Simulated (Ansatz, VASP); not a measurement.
**BN: VASP beside Ansatz**

POSCAR

```
BN
1.0
    2.5051775940      0.0000000000      0.0000000000
   -1.2525887970      2.1695474374      0.0000000000
    0.0000000000      0.0000000000      4.2140508624
B N
2 2
Direct
    0.3333333333      0.6666666667     -0.0001657249
    0.6666666667      0.3333333333      0.4998342751
    0.3333333333      0.6666666667      0.3741657249
    0.6666666667      0.3333333333      0.8741657249
```

Contents of INCAR.step1:

```
PREC     = Accurate       # precision mode
ENCUT    = 520            # plane-wave cutoff, eV
ISMEAR   = 0              # smearing method
SIGMA    = 0.02           # smearing width, eV
LREAL    = F              # projectors in reciprocal space
LASPH    = T              # aspherical terms in the spheres
NELM     = 100            # most SCF steps
GGA      = PE             # functional
ALGO     = Normal         # electronic algorithm
EDIFF    = 1E-4           # SCF threshold, eV
LWAVE    = T              # write WAVECAR
LCHARG   = F              # write CHGCAR
```

File INCAR.step2:

```
PREC     = Accurate       # precision mode
ENCUT    = 520            # plane-wave cutoff, eV
EDIFF    = 1E-6           # SCF threshold, eV
ISMEAR   = 0              # smearing method
SIGMA    = 0.02           # smearing width, eV
LREAL    = F              # projectors in reciprocal space
LASPH    = T              # aspherical terms in the spheres
NELM     = 100            # most SCF steps
ALGO     = Normal         # electronic algorithm
ISIF     = 2              # what is computed and relaxed
LWAVE    = F              # write WAVECAR
LCHARG   = F              # write CHGCAR
METAGGA  = R2SCAN         # meta-GGA
LMIXTAU  = T            
IBRION   = 2              # ionic algorithm
NSW      = 60             # ionic steps
EDIFFG   = -0.002         # ionic threshold
ISTART   = 1
```

The input KPOINTS:

```
Automatic mesh
0
Gamma
  9 9 6
```

Input for Ansatz:

```yaml
crystal:
  lattice:
    - [2.505177594, 0.0, 0.0]
    - [-1.252588797, 2.1695474374, 0.0]
    - [0.0, 0.0, 4.2140508624]
  atoms:
    - { symbol: B, position: [0.3333333333, 0.6666666667, -0.0001657249] }
    - { symbol: B, position: [0.6666666667, 0.3333333333, 0.4998342751] }
    - { symbol: "N", position: [0.3333333333, 0.6666666667, 0.3741657249] }
    - { symbol: "N", position: [0.6666666667, 0.3333333333, 0.8741657249] }
basis:
  ecutwfc: 500
kpoints:
  mp_grid: { grid: [9, 9, 6] }
hamiltonian:
  xc: r2scan
  pseudopotentials: { kind: paw, azcp: { folder: soft_1 } }
scf:
  occupations: { method: gaussian, width: 0.02 }
output:
  forces: true
  stress: true
  eigenvalues: true
relax:
  adjacent_minimum: "off"
  f_tol: 0.002
  max_steps: 40
```

Change from the starting cell: strained cell.

Alike in both runs: task relaxation of the atoms; functional r2SCAN; k mesh 9 × 9 × 6; occupations gaussian, width 0.02 eV; no spin polarisation.

|  | VASP | Ansatz |
| --- | --- | --- |
| version | VASP 6.6.1 | Ansatz 0.2.0 |
| potentials or method | VASP PAW PBE potentials, release 64 (B, N), cutoff 520 eV | scalar-relativistic, plane waves, PAW |
| valence electrons in the cell | 16 | 16 |

VASP gave:

- gap on the k mesh at the Fermi level, each at its own relaxed structure (eV): 5.58

Q: Which values does Ansatz return?

A: gap on the k mesh at the Fermi level, each at its own relaxed structure (eV): 5.62.

VASP's potentials were made for PBE, not for r2SCAN. Ansatz's warnings: stress scf threshold loose.
